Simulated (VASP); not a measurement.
Wanted: the native input for a VASP 6.6.1 run.

| Property | Result |
| --- | --- |
| Task | single point |
| Functional | PBE |
| Potentials or basis | VASP PAW PBE potentials, release 64 (Ru_sv, Br, F) |
| Cutoff | 700 eV |
| k mesh | 4 × 4 × 4 |
| Occupations | gaussian, width 0.1 eV |
| Spin | collinear spin, ferromagnetic start |
| Starting moments | [1.0, 0.0, 0.0, 0.0, 0.0] μB |
| Dipole correction | no |
| Further INCAR settings | ALGO = Normal; EDIFF = 1e-06; NBANDS = 34 |

The structure of RuBrF3 lies in POSCAR:

```
RuBrF3
1.0
    4.1754782018      0.0000000000      0.0000000000
    0.0000000000      4.1754782018      0.0000000000
    0.0000000000      0.0000000000      4.1754782018
Ru Br F
1 1 3
Direct
    0.0000000000      0.0000000000      0.0000000000
    0.5000000000      0.5000000000      0.5000000000
    0.5000000000      0.0000000000      0.0000000000
    0.0000000000      0.5000000000      0.0000000000
    0.0000000000      0.0000000000      0.5000000000
```

The cell was generated, and may not be a known phase.

The input as run:

INCAR

```
ALGO = Normal ; EDIFF = 1E-6
ENCUT = 700 ; GGA = PE
GGA_COMPAT = F ; ISIF = 2
ISMEAR = 0 ; ISPIN = 2
LASPH = T ; LCHARG = T
LELF = T ; LMAXMIX = 4
LORBIT = 11 ; LREAL = F
LVHAR = T ; LWAVE = F
MAGMOM = 1 0 0 0 0 ; NBANDS = 34
NELM = 200 ; PREC = Accurate
SIGMA = 0.1
```

KPOINTS

```
k-points
0
Gamma
  4 4 4
```

Potentials or basis: VASP PAW PBE potentials, release 64 (Ru_sv, Br, F).

Run with:

```console
$ cat potpaw_PBE.64/Ru_sv/POTCAR potpaw_PBE.64/Br/POTCAR potpaw_PBE.64/F/POTCAR > POTCAR
$ mpirun -np 1 vasp_std > vasp.out
```

Results of the run:

```yaml
Pressure: -0.7 GPa
Net_moment: 2.20 μB per cell
Site_moments: Ru +1.90; Br -0.10; F +0.08 μB
Valence_electrons_inside_the_program's_atomic_spheres: Ru 13.20; Br 4.76; F 6.03
```

Caveat: the k points lie up to 0.38 Å⁻¹ apart.

Run time: 2.3 min on 1 thread of AMD EPYC 9R14 (Zen 4), with other jobs on the host, peak memory 0.24 GiB.
